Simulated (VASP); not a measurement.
Set up this calculation in VASP 6.6.1, as the native input.

```yaml
Task: single point
Functional: PBE
Potentials_or_basis: VASP PAW PBE potentials, release 64 (Hf_pv, N)
Cutoff: 520 eV
k_mesh: 16 × 16 × 16
Occupations: gaussian, width 0.15 eV
Spin: no spin polarisation
Dipole_correction: no
Further_INCAR_settings: ALGO = Normal; EDIFF = 1e-06; NBANDS = 14
```

The structure of HfN lies in POSCAR:

```
HfN
1.0
    0.0000000000      2.2208341742      2.2738140414
    2.2738140414      0.0000000000      2.2738140414
    2.2738140414      2.2208341742      0.0000000000
Hf N
1 1
Direct
    0.0010043247     -0.0010043247      0.0010043247
    0.4872021197      0.5127978803      0.4872021197
```

This cell differs from its parent crystal: mode 5 frozen in at -0.058 Å, normal strain along y -0.0233.

These files were run (other wordings do the same):

INCAR

```
SYSTEM = HfN
ALGO     = Normal         ! electronic algorithm
EDIFF    = 1E-6           ! SCF threshold, eV
ENCUT    = 520            ! plane-wave cutoff, eV
GGA      = PE             ! functional
ISIF     = 2              ! what is computed and relaxed
ISMEAR   = 0              ! smearing method
LASPH    = .True.         ! aspherical terms in the spheres
LCHARG   = .True.         ! write CHGCAR
LELF     = .True.         ! ELF
LREAL    = .False.        ! projectors in reciprocal space
LVHAR    = .True.       
LWAVE    = .False.        ! write WAVECAR
NBANDS   = 14             ! bands
NELM     = 100            ! most SCF steps
PREC     = Accurate       ! precision mode
SIGMA    = 0.15           ! smearing width, eV
```

KPOINTS

```
k-points
0
Gamma
  16 16 16
  0 0 0
```

Potentials or basis: VASP PAW PBE potentials, release 64 (Hf_pv, N).

Run with:

```console
$ cat potpaw_PBE.64/Hf_pv/POTCAR potpaw_PBE.64/N/POTCAR > POTCAR
$ mpirun -np 1 vasp_std > vasp.out
```

Results of the run:

```json
{
  "Pressure": "5.1 GPa",
  "Largest force": "0.876 eV/Å"
}
```

Caveat: the cell differs from its parent crystal (mode 5 frozen in at -0.058 Å, normal strain along y -0.0233).

Wall time 57 s on 1 thread of Intel(R) Xeon(R) Platinum 8488C (Sapphire Rapids), on a shared host, peak memory 0.23 GiB.
